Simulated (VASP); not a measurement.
Set up this calculation in VASP 6.6.1, as the native input.

```yaml
Task: single point
Functional: PBE
Potentials_or_basis: VASP PAW PBE potentials, release 64 (Sc_sv, Al, N)
Cutoff: 520 eV
k_mesh: 10 × 10 × 10
Occupations: gaussian, width 0.01 eV
Spin: no spin polarisation
Dipole_correction: no
Further_INCAR_settings: ALGO = Normal; EDIFF = 1e-07; NBANDS = 20
```

The structure of ScAlN2 lies in POSCAR:

```
ScAlN2
1.0
    1.5184655394      0.8766864879      4.9153867990
   -1.5184655394      0.8766864879      4.9153867990
    0.0000000000     -1.7533729759      4.9153867990
Sc Al N
1 1 2
Direct
    1.0000000000      0.0000000000      0.0000000000
    0.5000000000      0.5000000000      0.5000000000
    0.2433103314      0.2433103314      0.2433103314
    0.7566896686      0.7566896686      0.7566896686
```

One way to write it, as run:

INCAR

```
  ALGO = Normal
  EDIFF = 1E-7
  ENCUT = 520
  GGA = PE
  ISIF = 2
  ISMEAR = 0
  LASPH = T
  LCHARG = T
  LELF = T
  LREAL = F
  LVHAR = T
  LWAVE = F
  NBANDS = 20
  NELM = 60
  PREC = Accurate
  SIGMA = 0.01
```

KPOINTS

```
k-points
0
Gamma
  10 10 10
```

Potentials or basis: VASP PAW PBE potentials, release 64 (Sc_sv, Al, N).

The run is started by

```bash
$ cat potpaw_PBE.64/Sc_sv/POTCAR potpaw_PBE.64/Al/POTCAR potpaw_PBE.64/N/POTCAR > POTCAR
$ mpirun -np 1 vasp_std > vasp.out
```

Results of the run:

```
Pressure               : 4.3 GPa
Largest force          : 0.023 eV/Å
Band gap on the k mesh : 0.74 eV, indirect (least direct gap 2.58 eV)
```

It took 5.1 min on 1 thread of Intel Xeon 6975P-C, with other jobs on the host, peak memory 0.3 GiB.
